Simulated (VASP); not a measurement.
Wanted: the native input for a VASP 6.6.1 run.

* Task: single point
* Functional: r2SCAN
* Potentials or basis: VASP PAW PBE potentials, release 64 (Tl_d, O)
* Cutoff: 520 eV
* k mesh: 4 × 4 × 4
* Occupations: gaussian, width 0.1 eV
* Spin: no spin polarisation
* Dipole correction: no
* Further INCAR settings: ALGO = Normal; EDIFF = 1e-06; NBANDS = 30

Crystal: Tl3O.

```
Tl O
1.0
     4.52524    0.00000    0.00000
     0.00000    4.52524    0.00000
     0.00000    0.00000    4.52524
Tl O
3 1
Direct
  0.00000 0.50000 0.50000
  0.50000 0.00000 0.50000
  0.50000 0.50000 0.00000
  0.00000 0.00000 0.00000
```

The input as run:

POSCAR

```
Tl3O
1.0
    4.5252359442      0.0000000000      0.0000000000
    0.0000000000      4.5252359442      0.0000000000
    0.0000000000      0.0000000000      4.5252359442
Tl O
3 1
Direct
    0.0000000000      0.5000000000      0.5000000000
    0.5000000000      0.0000000000      0.5000000000
    0.5000000000      0.5000000000      0.0000000000
    0.0000000000      0.0000000000      0.0000000000
```

INCAR.step1

```
  PREC = Accurate
  ENCUT = 520
  ISMEAR = 0
  SIGMA = 0.1
  LREAL = F
  LASPH = T
  NELM = 80
  NBANDS = 30
  GGA = PE
  ALGO = Normal
  EDIFF = 1E-4
  LWAVE = T
  LCHARG = F
```

INCAR.step2

```
  PREC = Accurate
  ENCUT = 520
  EDIFF = 1E-6
  ISMEAR = 0
  SIGMA = 0.1
  LREAL = F
  LASPH = T
  NELM = 80
  ALGO = Normal
  ISIF = 2
  LWAVE = F
  LCHARG = F
  METAGGA = R2SCAN
  LMIXTAU = T
  NBANDS = 30
  ISTART = 1
```

KPOINTS

```
Automatic mesh
0
Gamma
  4 4 4
```

Potentials or basis: VASP PAW PBE potentials, release 64 (Tl_d, O).

Run with:

```bash
$ cat potpaw_PBE.64/Tl_d/POTCAR potpaw_PBE.64/O/POTCAR > POTCAR
$ cp INCAR.step1 INCAR
$ mpirun -np 1 vasp_std > vasp.out
$ cp INCAR.step2 INCAR
$ mpirun -np 1 vasp_std > vasp.out
```

It gave:

- Pressure: 0.5 GPa
- Band gap on the k mesh: zero (an odd number of electrons rules out a gap without spin polarisation)

Caveat: the PAW data sets were made with another functional, which shifts forces and pressure a little; spin-orbit coupling is left out, which moves the levels of the heavy elements; an odd number of electrons without spin polarisation forces a metal; a magnetic or distorted state may lie lower.

Run time: 2.6 min on 1 thread of Intel Xeon 8259CL (shared host), peak memory 0.22 GiB.
